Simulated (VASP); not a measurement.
# N (P2_13) in VASP: a series of runs

The runs below take N through single point, with PBEsol.

Program: VASP 6.6.1. These are calculated values, not measurements. Logs are shortened: lines on timing, memory, paths and dates and some standing lists are left out, and cuts for length are marked.

## 1. The cell of the first run

It takes space group P2_13 (No. 198, cubic). The conventional cell has a = 5.605 Å, b = 5.605 Å, c = 5.605 Å, α = 90.00°, β = 90.00°, γ = 90.00°. N (site symmetry 3) has 12 N at 3.79 to 4.16 Å within 5.0 Å.

## 2. Single point, PBEsol

INCAR

```
SYSTEM = N
ALGO = Normal
EDIFF = 1E-6
ENCUT = 600
GGA = PS
GGA_COMPAT = .FALSE.
ISIF = 2
ISMEAR = -1
LASPH = .TRUE.
LCHARG = .FALSE.
LREAL = .FALSE.
LWAVE = .FALSE.
NBANDS = 18
NELM = 120
PREC = Accurate
SIGMA = 0.05
```

KPOINTS

```
k-points
0
G
  3 3 3
  0 0 0
```

POSCAR

```
N
1.0
    5.6054090000      0.0000000000      0.0000000000
    0.0000000000      5.6054090000      0.0000000000
    0.0000000000      0.0000000000      5.6054090000
N
4
Direct
    0.4767900000      0.9767900000      0.5232100000
    0.9767900000      0.5232100000      0.4767900000
    0.0232100000      0.0232100000      0.0232100000
    0.5232100000      0.4767900000      0.9767900000
```

Potentials or basis: VASP PAW PBE potentials, release 64 (N).

Launch:

```console
$ cat potpaw_PBE.64/N/POTCAR > POTCAR
$ mpirun -np 1 vasp_std > vasp.out
```

OUTCAR:

```text
SYSTEM = N
   EDIFF = 1E-6
   ENCUT = 600
   GGA = PS
   ISIF = 2
   ISMEAR = -1
   LASPH = .TRUE.
   LREAL = .FALSE.
   NELM = 120
   PREC = Accurate

 ion  position               nearest neighbor table
   1  0.477  0.977  0.523-
   2  0.977  0.523  0.477-
   3  0.023  0.023  0.023-
   4  0.523  0.477  0.977-

  LATTYP: Found a simple cubic cell.
 ALAT       =     5.6054090000

  Lattice vectors:

 A1 = (   5.6054090000,   0.0000000000,   0.0000000000)
 A2 = (   0.0000000000,   5.6054090000,   0.0000000000)
 A3 = (   0.0000000000,   0.0000000000,   5.6054090000)

Analysis of symmetry for initial positions (statically):
=====================================================================
 Subroutine PRICEL returns:
 Original cell was already a primitive cell.

 Routine SETGRP: Setting up the symmetry group for a
 simple cubic supercell.

 Subroutine GETGRP returns: Found 12 space group operations
 (whereof  3 operations were pure point group operations)
 out of a pool of 48 trial point group operations.

The static configuration has the point symmetry C_3 .
 The point group associated with its full space group is T   .

Analysis of symmetry for dynamics (positions and initial velocities):
=====================================================================
 Subroutine PRICEL returns:
 Original cell was already a primitive cell.

 Routine SETGRP: Setting up the symmetry group for a
 simple cubic supercell.

 Subroutine GETGRP returns: Found 12 space group operations
 (whereof  3 operations were pure point group operations)
 out of a pool of 48 trial point group operations.

The dynamic configuration has the point symmetry C_3 .
 The point group associated with its full space group is T   .

 Subroutine INISYM returns: Found 12 space group operations
 (whereof  3 operations are pure point group operations),
 and found     1 'primitive' translations

----------------------------------------------------------------------------------------

                                     Primitive cell

  volume of cell :     176.1254

  direct lattice vectors                    reciprocal lattice vectors
     5.605409000  0.000000000  0.000000000     0.178399114  0.000000000  0.000000000
     0.000000000  5.605409000  0.000000000     0.000000000  0.178399114  0.000000000
     0.000000000  0.000000000  5.605409000     0.000000000  0.000000000  0.178399114

  length of vectors
     5.605409000  5.605409000  5.605409000     0.178399114  0.178399114  0.178399114
[... 64 lines left out ...]
   EDIFF  = 0.1E-05   stopping-criterion for ELM
   LREAL  =      F    real-space projection
   EDIFFG = 0.1E-04   stopping-criterion for IOM
   NSW    =      0    number of steps for IOM
   IBRION =     -1    ionic relax: 0-MD 1-quasi-New 2-CG
   NFREE  =      0    steps in history (QN), initial steepest desc. (CG)
   ISIF   =      2    stress and relaxation
   ISYM   =      2    0-nonsym 1-usesym 2-fastsym
   POTIM  = 0.5000    time-step for ionic-motion
   TEBEG  =    0.0;   TEEND  =   0.0 temperature during run
   PSTRESS=    0.0 pullay stress
   NELECT =      20.0000    total number of electrons
   NUPDOWN=      -1.0000    fix difference up-down
   EMIN   =  10.00;   EMAX   =-10.00  energy-range for DOS
   EFERMI =   0.00;   METHOD = LEGACY
   ISMEAR =    -1;   SIGMA  =   0.05  broadening in eV -4-tet -1-fermi 0-gaus
   EFERMI_NEDOS =   21; number of points for ismear=-14 and -15
   IALGO  =     38    algorithm
   IMIX   =      4    mixing-type and parameters
     AMIX     =   0.40;   BMIX     =  1.00
     AMIX_MAG =   1.60;   BMIX_MAG =  1.00
  volume/ion in A,a.u.               =      44.03       297.14
  Fermi-wavevector in a.u.,A,eV,Ry     =   0.792764  1.498108  8.550929  0.628476
  Thomas-Fermi vector in A             =   1.898567
   LORBIT       =      0    0 simple, 1 ext, 2 COOP (PROOUT), +10 PAW based schemes
   GGA     = PS    functional components
   LHFCALC =     F    Hartree Fock is set to
   AEXX    =    0.0000 exact exchange contribution
   IVDW    =     0    specifies the selected vdW correction
   LEPSILON=     F    determine dielectric tensor
   LRPA    =     F    only Hartree local field effects (RPA)
 non-spin polarized calculation
  energy-cutoff  :      600.00
  volume of cell :      176.13
 maximum number of plane-waves:      5888
 NGX is ok and might be reduce to    48
   NGX = 23   NGY = 23   NGZ = 23

 number of electron      20.0000000 magnetization

 Free energy of the ion-electron system (eV)
  ---------------------------------------------------
  ext. energy  EPLUGINS =         0.00000000
  ---------------------------------------------------
  free energy    TOTEN  =        -2.67436241 eV

  energy without entropy =       -2.41997003  energy(sigma->0) =       -2.54716622

 E-fermi :  -5.4049     XC(G=0):  -5.1748

 val. band max:       -5.4197635639   @ k =   0.3333   0.3333   0.3333
 cond. band min:      -5.4034244090   @ k =   0.0000   0.0000   0.0000
 fundamental gap:      0.0163391548
 Fermi energy:        -5.4049394182

 k-point     1 :       0.0000    0.0000    0.0000
  band No.  band energies     occupation
      1     -17.0615      2.00000
      2     -16.8548      2.00000
      3     -16.8548      2.00000
      4     -16.8548      2.00000
      5      -5.8784      1.99985
      6      -5.8784      1.99985
[... 61 lines left out ...]
      5      -5.9051      1.99991
      6      -5.8910      1.99988
[... 10 lines left out ...]
     17       2.8569      0.00000
     18       4.0999      0.00000

------------------------ aborting loop because EDIFF is reached ----------------------------------------

  FORCE on cell =-STRESS in cart. coord.  units (eV):
  Direction    XX          YY          ZZ          XY          YZ          ZX
  --------------------------------------------------------------------------------------
  -------------------------------------------------------------------------------------
  Total       -4.5074246     -4.5074246     -4.5074246      0.0000000      0.0000000     -0.0000000
  in kB      -41.0031415    -41.0031415    -41.0031415      0.0000000      0.0000000     -0.0000000
  external PRESSURE =     -41.0031415 kB  Pullay stress =       0.0000000 kB

 VOLUME and BASIS-vectors are now :
 -----------------------------------------------------------------------------
  energy-cutoff  :      600.00
  volume of cell :      176.13
      direct lattice vectors                 reciprocal lattice vectors
     5.605409000  0.000000000  0.000000000     0.178399114  0.000000000  0.000000000
     0.000000000  5.605409000  0.000000000     0.000000000  0.178399114  0.000000000
     0.000000000  0.000000000  5.605409000     0.000000000  0.000000000  0.178399114

 POSITION                                       TOTAL-FORCE (eV/Angst)
 -----------------------------------------------------------------------------------
      2.67260      5.47531      2.93281        -0.180530     -0.180530      0.180530
      5.47531      2.93281      2.67260        -0.180530      0.180530     -0.180530
      0.13010      0.13010      0.13010         0.180530      0.180530      0.180530
      2.93281      2.67260      5.47531         0.180530     -0.180530     -0.180530
 -----------------------------------------------------------------------------------
    total drift:                                0.000000      0.000000      0.000000

  FREE ENERGIE OF THE ION-ELECTRON SYSTEM (eV)
  ---------------------------------------------------
  free  energy   TOTEN  =        -2.6743624145 eV

  energy  without entropy=       -2.4199700293  energy(sigma->0) =       -2.54716622
```

OSZICAR:

```text
N       E                     dE             d eps       ncg     rms          rms(c)
DAV:   1     0.103921716794E+03    0.10392E+03   -0.81000E+03   144   0.968E+02
DAV:   2     0.754003419823E+01   -0.96382E+02   -0.94813E+02   220   0.173E+02
DAV:   3    -0.246548596115E+01   -0.10006E+02   -0.94683E+01   158   0.593E+01
DAV:   4    -0.276787207414E+01   -0.30239E+00   -0.29882E+00   154   0.107E+01
DAV:   5    -0.277632932173E+01   -0.84572E-02   -0.84525E-02   160   0.177E+00    0.180E+00
DAV:   6    -0.267406867006E+01    0.10226E+00   -0.29526E-01   158   0.270E+00    0.455E-01
DAV:   7    -0.267093387349E+01    0.31348E-02   -0.36681E-02   204   0.103E+00    0.211E-01
DAV:   8    -0.267265323163E+01   -0.17194E-02   -0.63338E-04   152   0.144E-01    0.128E-01
DAV:   9    -0.267429735219E+01   -0.16441E-02   -0.14621E-03   150   0.233E-01    0.217E-02
DAV:  10    -0.267431622315E+01   -0.18871E-04   -0.24370E-05   196   0.229E-02    0.160E-02
DAV:  11    -0.267436284313E+01   -0.46620E-04   -0.55200E-05   150   0.421E-02    0.541E-03
DAV:  12    -0.267436241450E+01    0.42863E-06   -0.53911E-06   172   0.120E-02
   1 F= -.26743624E+01 E0= -.25471662E+01  d E =-.254392E+00
```

Run time: 7.6 s. Hardware: 1 thread of Intel Xeon 6975P-C (Granite Rapids), shared host; peak memory 0.3 GiB.

What came out:

- Free energy: -2.6744 eV
- Pressure: -4.1 GPa
- Largest force: 0.313 eV/Å
- Band gap on the k mesh: zero (band 10 reaches -5.35 eV, above the bottom of band 11 at -5.39 eV)

Forces in eV/Å, atoms in the order of the input:
```
N   -0.181 -0.181  0.181
N   -0.181  0.181 -0.181
N    0.181  0.181  0.181
N    0.181 -0.181 -0.181
```

Caveat: the k points lie up to 0.37 Å⁻¹ apart; the PAW data sets were made with another functional, which shifts forces and pressure a little.

## 3. Single point, PBEsol

This run uses another cell than the first one, of 45.79 Å³/atom, 1.040 times its volume.

INCAR

```
SYSTEM = N
  PREC = Accurate
  ENCUT = 600
  EDIFF = 1E-6
  ISMEAR = -1
  SIGMA = 0.05
  LREAL = .False.
  LASPH = .True.
  NELM = 120
  ALGO = Normal
  ISIF = 2
  LWAVE = .False.
  LCHARG = .False.
  GGA = PS
  NBANDS = 18
  GGA_COMPAT = .False.
```

KPOINTS

```
Automatic mesh
0
Gamma
  3 3 3
  0 0 0
```

POSCAR

```
N
1.0
    5.6791728406      0.0000000000      0.0000000000
    0.0000000000      5.6791728406      0.0000000000
    0.0000000000      0.0000000000      5.6791728406
N
4
Direct
    0.4767900000      0.9767900000      0.5232100000
    0.9767900000      0.5232100000      0.4767900000
    0.0232100000      0.0232100000      0.0232100000
    0.5232100000      0.4767900000      0.9767900000
```

Potentials or basis: VASP PAW PBE potentials, release 64 (N).

Launch:

```console
$ cat potpaw_PBE.64/N/POTCAR > POTCAR
$ mpirun -np 1 vasp_std > vasp.out
```

It took 7.9 s on 1 thread of Intel Xeon 6975P-C (Granite Rapids), shared host; peak memory 0.3 GiB.

It converged, with:

* Free energy: -2.5063 eV
* Pressure: -3.7 GPa
* Largest force: 0.289 eV/Å
* Band gap on the k mesh: zero (band 10 reaches -5.42 eV, above the bottom of band 11 at -5.45 eV)

Forces in eV/Å, atoms in the order of the input:
```
N   -0.167 -0.167  0.167
N   -0.167  0.167 -0.167
N    0.167  0.167  0.167
N    0.167 -0.167 -0.167
```

Levels at points of the mesh, in eV from the Fermi level:
```
           k point  band 7  band 8  band 9  band 10  band 11  band 12
(0.00, 0.00, 0.00)   -0.44    0.00    0.00     0.00     0.03     0.03
```

Caveat: the k points lie up to 0.37 Å⁻¹ apart; the PAW data sets were made with another functional, which shifts forces and pressure a little.

## 4. Single point, PBEsol

This run uses another cell than the first one, of 47.55 Å³/atom, 1.080 times its volume.

INCAR

```
PREC = Accurate
ENCUT = 600
EDIFF = 1E-6
ISMEAR = -1
SIGMA = 0.05
LREAL = False
LASPH = True
NELM = 120
ALGO = Normal
ISIF = 2
LWAVE = False
LCHARG = True
GGA = PS
LELF = True
LVHAR = True
NBANDS = 18
GGA_COMPAT = False
```

KPOINTS

```
Automatic mesh
0
Gamma
  3 3 3
```

POSCAR

```
N
1.0
    5.7510687368      0.0000000000      0.0000000000
    0.0000000000      5.7510687368      0.0000000000
    0.0000000000      0.0000000000      5.7510687368
N
4
Direct
    0.4767900000      0.9767900000      0.5232100000
    0.9767900000      0.5232100000      0.4767900000
    0.0232100000      0.0232100000      0.0232100000
    0.5232100000      0.4767900000      0.9767900000
```

Launch:

```console
$ cat potpaw_PBE.64/N/POTCAR > POTCAR
$ mpirun -np 1 vasp_std > vasp.out
```

Wall time 9.2 s (1 thread of Intel Xeon 6975P-C (Granite Rapids), shared host); peak memory 0.3 GiB.

The run converged. Its results:

```
Free energy            : -2.3551 eV
Pressure               : -3.3 GPa
Largest force          : 0.268 eV/Å
Band gap on the k mesh : zero (band 10 reaches -5.48 eV, above the bottom of band 11 at -5.51 eV)
```

Forces on the atoms (eV/Å):
```
N   -0.155 -0.155  0.155
N   -0.155  0.155 -0.155
N    0.155  0.155  0.155
N    0.155 -0.155 -0.155
```

Levels at points of the mesh, in eV from the Fermi level:
```
           k point  band 5  band 6  band 7  band 8  band 9  band 10  band 11  band 12  band 13  band 14
(0.00, 0.00, 0.00)   -0.40   -0.40   -0.40    0.00    0.00     0.00     0.03     0.03     0.05     0.24
```

Caveat: the k points lie up to 0.36 Å⁻¹ apart; the PAW data sets were made with another functional, which shifts forces and pressure a little.

## 5. Single point, PBEsol

This run uses another cell than the first one, of 49.32 Å³/atom, 1.120 times its volume.

INCAR

```
PREC = Accurate ; ENCUT = 600
EDIFF = 1E-6 ; ISMEAR = -1
SIGMA = 0.05 ; LREAL = F
LASPH = T ; NELM = 120
ALGO = Normal ; ISIF = 2
LWAVE = F ; LCHARG = F
GGA = PS ; NBANDS = 18
GGA_COMPAT = F
```

KPOINTS

```
regular mesh
0
Gamma
  3 3 3
```

POSCAR

```
N
1.0
    5.8212106342      0.0000000000      0.0000000000
    0.0000000000      5.8212106342      0.0000000000
    0.0000000000      0.0000000000      5.8212106342
N
4
Direct
    0.4767900000      0.9767900000      0.5232100000
    0.9767900000      0.5232100000      0.4767900000
    0.0232100000      0.0232100000      0.0232100000
    0.5232100000      0.4767900000      0.9767900000
```

Launch:

```console
$ cat potpaw_PBE.64/N/POTCAR > POTCAR
$ mpirun -np 1 vasp_std > vasp.out
```

It took 8.1 s on 1 thread of Intel Xeon 6975P-C (Granite Rapids), shared host; peak memory 0.3 GiB.

It converged, with:

- Free energy: -2.2184 eV
- Pressure: -3.0 GPa
- Largest force: 0.248 eV/Å
- Band gap on the k mesh: zero (band 10 reaches -5.53 eV, above the bottom of band 11 at -5.56 eV)

Forces on the atoms (eV/Å):
```
N   -0.143 -0.143  0.143
N   -0.143  0.143 -0.143
N    0.143  0.143  0.143
N    0.143 -0.143 -0.143
```

Levels at points of the mesh, in eV from the Fermi level:
```tsv
k point	band 7	band 8	band 9	band 10	band 11	band 12
(0.00, 0.00, 0.00)	-0.37	0.01	0.01	0.01	0.03	0.03
```

Caveat: the PAW data sets were made with another functional, which shifts forces and pressure a little.

## 6. Overview

| cell | gap on the mesh (eV) | pressure (GPa) | largest force (eV/Å) |
| --- | --- | --- | --- |
| a = 5.605 Å, 4 atoms | none | -4.1 | 0.31 |
| a = 5.679 Å, 4 atoms | none | -3.7 | 0.29 |
| a = 5.751 Å, 4 atoms | none | -3.3 | 0.27 |
| a = 5.821 Å, 4 atoms | none | -3.0 | 0.25 |

Alike in all rows: task single point; level PBEsol; potentials or basis VASP PAW PBE potentials, release 64 (N); no spin polarisation; k mesh 3 × 3 × 3; cutoff (eV) 600; smearing fermi-dirac 0.05 eV.

Caveats: some runs use coarse meshes; the PAW data sets were made with another functional, which shifts forces and pressure a little.

Total energies depend on the potentials used, so only differences within one code and one set of settings carry meaning.
